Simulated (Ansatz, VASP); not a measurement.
# One calculation of AlNi, two programs

File POSCAR:

```
AlNi
1.0
    2.2537151482     -1.3662091541      0.0000000000
    2.2537151482      1.3662091541      0.0000000000
   -1.3287605568      0.0000000000      3.8016149950
Ni Al
1 1
Direct
    0.5000000000      0.5000000000      0.5000000000
    0.0000000000      0.0000000000      0.0000000000
```

INCAR.step1

```
  PREC = Accurate
  ENCUT = 520
  ISMEAR = -1
  SIGMA = 0.05
  LREAL = False
  LASPH = True
  NELM = 150
  ISPIN = 2
  MAGMOM = 1 0
  LMAXMIX = 4
  NBANDS = 18
  GGA = PE
  ALGO = Normal
  EDIFF = 1E-4
  LWAVE = True
  LCHARG = False
```

The input INCAR.step2:

```
  PREC = Accurate
  ENCUT = 520
  EDIFF = 1E-6
  ISMEAR = -1
  SIGMA = 0.05
  LREAL = False
  LASPH = True
  NELM = 150
  ALGO = Normal
  ISIF = 2
  LWAVE = False
  LCHARG = True
  ISPIN = 2
  MAGMOM = 1 0
  LORBIT = 11
  LMAXMIX = 4
  METAGGA = R2SCAN
  LMIXTAU = True
  LELF = True
  LVHAR = True
  NBANDS = 18
  ISTART = 1
```

The input KPOINTS:

```
Automatic mesh
0
Gamma
  11 11 7
```

File input.yaml:

```yaml
crystal:
  lattice:
    - [2.2537151482, -1.3662091541, 0.0]
    - [2.2537151482, 1.3662091541, 0.0]
    - [-1.3287605568, 0.0, 3.801614995]
  atoms:
    - { symbol: Ni, position: [0.5, 0.5, 0.5], spin: 1.0 }
    - { symbol: Al, position: [0.0, 0.0, 0.0] }
hamiltonian:
  xc: r2scan
  pseudopotentials: { kind: paw }
magnetization:
  spin_polarized: true
kpoints:
  mp_grid: { grid: [11, 11, 7] }
scf:
  occupations: { method: fermi_dirac, width: 0.05 }
output:
  forces: true
  stress: true
  eigenvalues: true
```

Alike in both runs: task single point; functional r2SCAN; k mesh 11 × 11 × 7; occupations fermi-dirac, width 0.05 eV; collinear spin.

|  | VASP | Ansatz |
| --- | --- | --- |
| version | VASP 6.6.1 | Ansatz 0.2.0 |
| potentials or method | VASP PAW PBE potentials, release 64 (Ni, Al) | Ansatz PAW |
| plane-wave cutoff (eV) | 520 | 500 |
| valence electrons in the cell | 13 | 21 |

|  | VASP | Ansatz | Ansatz less VASP |
| --- | --- | --- | --- |
| gap on the k mesh at the Fermi level (eV) | none | none | - |
| pressure (GPa) | 7.4 | 7.6 | +0.14 |
| traceless stress, the component that is largest in VASP (GPa) | -2.08 | -2.24 | -0.159 |
| net moment per atom (μB) | 0.00 | 0.00 | 0.000 |

VASP's potentials were made for PBE, not for r2SCAN. A gap of «none» marks a metal or a gap that the smearing closes. VASP's potentials hold 13 valence electrons a cell and Ansatz's 21, so a difference there can come from the potentials and not from the codes.

Noted on Ansatz's run: the magnetic or orbital state may not be the lowest.
